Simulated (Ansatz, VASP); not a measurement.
## MoS2 in VASP and in Ansatz

INCAR

```
PREC = Accurate
ENCUT = 520
EDIFF = 1E-8
ISMEAR = -1
SIGMA = 0.02
LREAL = F
LASPH = T
NELM = 150
ALGO = Normal
ISIF = 2
LWAVE = F
LCHARG = F
ISPIN = 2
MAGMOM = 2 2 0 0 0 0
LORBIT = 11
LMAXMIX = 4
GGA = PE
LEFG = T
NBANDS = 39
```

KPOINTS

```
Automatic mesh
0
Gamma
  11 11 3
```

File POSCAR:

```
MoS2
1.0
    3.1690000000      0.0000000000      0.0000000000
   -1.5845000000      2.7444345046      0.0000000000
    0.0000000000      0.0000000000     12.3240000000
Mo S
2 4
Direct
    0.3333333333      0.6666666667      0.2500000000
    0.6666666667      0.3333333333      0.7500000000
    0.3333333333      0.6666666667      0.6230000000
    0.6666666667      0.3333333333      0.1230000000
    0.3333333333      0.6666666667      0.8770000000
    0.6666666667      0.3333333333      0.3770000000
```

Input for Ansatz:

```yaml
crystal:
  lattice:
    - [3.169, 0.0, 0.0]
    - [-1.5845, 2.7444345046, 0.0]
    - [0.0, 0.0, 12.324]
  atoms:
    - { symbol: Mo, position: [0.3333333333, 0.6666666667, 0.25], spin: 2.0 }
    - { symbol: Mo, position: [0.6666666667, 0.3333333333, 0.75], spin: 2.0 }
    - { symbol: S, position: [0.3333333333, 0.6666666667, 0.623] }
    - { symbol: S, position: [0.6666666667, 0.3333333333, 0.123] }
    - { symbol: S, position: [0.3333333333, 0.6666666667, 0.877] }
    - { symbol: S, position: [0.6666666667, 0.3333333333, 0.377] }
magnetization:
  spin_polarized: true
kpoints:
  mp_grid: { grid: [11, 11, 3] }
scf:
  occupations: { method: fermi_dirac, width: 0.02 }
hamiltonian:
  xc: pbe
  pseudopotentials: { kind: paw }
output:
  forces: true
  stress: true
  populations: true
  efg:
    quadrupole_moments_barn: { Mo: -0.022, S: -0.0694 }
    contact_densities: true
```

Alike in both runs: task electric field gradients; functional PBE; k mesh 11 × 11 × 3; occupations fermi-dirac, width 0.02 eV; collinear spin.

|  | VASP | Ansatz |
| --- | --- | --- |
| version | VASP 6.6.1 | Ansatz 0.2.0 |
| potentials or method | VASP PAW PBE potentials, release 64 (Mo_sv, S) | plane-wave PAW, scalar-relativistic |
| plane-wave cutoff (eV) | 520 | 420 |
| valence electrons in the cell | 52 | 52 |

```csv
,VASP,Ansatz,Ansatz less VASP
gap on the k mesh at the Fermi level (eV),0.89,0.88,-0.015
pressure (GPa),1.9,2.0,+0.13
"traceless stress, the component that is largest in VASP (GPa)",0.24,0.28,+0.036
rms of the force components (eV/Å),0.037,0.031,-0.0059
net moment per atom (μB),0.00,0.00,0.000
size of Vzz on the site where it differs most (V/Å²),78.7,75.3,-3.39
```

Atom by atom the forces differ by 0.006 eV/Å (rms over components). Ansatz's warnings: seeded moment not kept.
